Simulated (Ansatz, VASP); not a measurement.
## Two plane-wave programs on WC

Contents of INCAR:

```
SYSTEM = WC
PREC = Accurate ; ENCUT = 600
EDIFF = 1E-7 ; ISMEAR = 0
SIGMA = 0.2 ; LREAL = .False.
LASPH = .True. ; NELM = 120
ALGO = Normal ; ISIF = 3
LWAVE = .False. ; LCHARG = .False.
GGA = PE ; IBRION = 2
NSW = 36 ; EDIFFG = -0.08
GGA_COMPAT = .False. ; NELMIN = 4
```

KPOINTS

```
regular mesh
0
Gamma
  7 7 4
  0 0 0
```

POSCAR

```
WC
1.0
    2.6130008600      0.0000000000      0.0000000000
    0.0000000000      2.6130008600      0.0000000000
    0.0000000000      0.0000000000      4.6048676800
W C
1 1
Direct
    0.0000000000      0.0000000000      0.0000000000
    0.5000000000      0.5000000000      0.5000000000
```

Input for Ansatz:

```yaml
crystal:
  lattice:
    - [2.61300086, 0.0, 0.0]
    - [0.0, 2.61300086, 0.0]
    - [0.0, 0.0, 4.60486768]
  atoms:
    - { symbol: W, position: [0.0, 0.0, 0.0] }
    - { symbol: C, position: [0.5, 0.5, 0.5] }
basis:
  ecutwfc: 420
kpoints:
  mp_grid: { grid: [7, 7, 4] }
hamiltonian:
  xc: pbe
scf:
  occupations: { method: gaussian, width: 0.2 }
  lower_state_search: "off"
output:
  forces: true
  stress: true
  eigenvalues: true
relax:
  adjacent_minimum: "off"
  f_tol: 0.08
  max_steps: 16
  cell: { stress_tol: 0.8 }
```

Alike in both runs: task relaxation of cell and atoms; functional PBE; k mesh 7 × 7 × 4; occupations gaussian, width 0.2 eV; no spin polarisation.

|  | VASP | Ansatz |
| --- | --- | --- |
| version | VASP 6.6.1 | Ansatz 0.2.0 |
| potentials or method | VASP PAW PBE potentials, release 64 (W_sv, C), cutoff 600 eV | scalar-relativistic, plane waves, PAW |
| valence electrons in the cell | 18 | 18 |

|  | VASP | Ansatz | Ansatz less VASP |
| --- | --- | --- | --- |
| gap on the k mesh at the Fermi level, each at its own relaxed structure (eV) | none | none | - |
| relaxed volume (Å³/atom) | 10.22 | 10.19 | -0.032 |
| relaxed cell length with the largest relative difference (Å) | 2.730 | 2.727 | -0.0033 |

A gap of «none» marks a metal or a gap that the smearing closes.

Neither program's run includes spin-orbit coupling. Noted on VASP's run: the volume moved by over 15 % at a fixed basis, so the end points are rough.
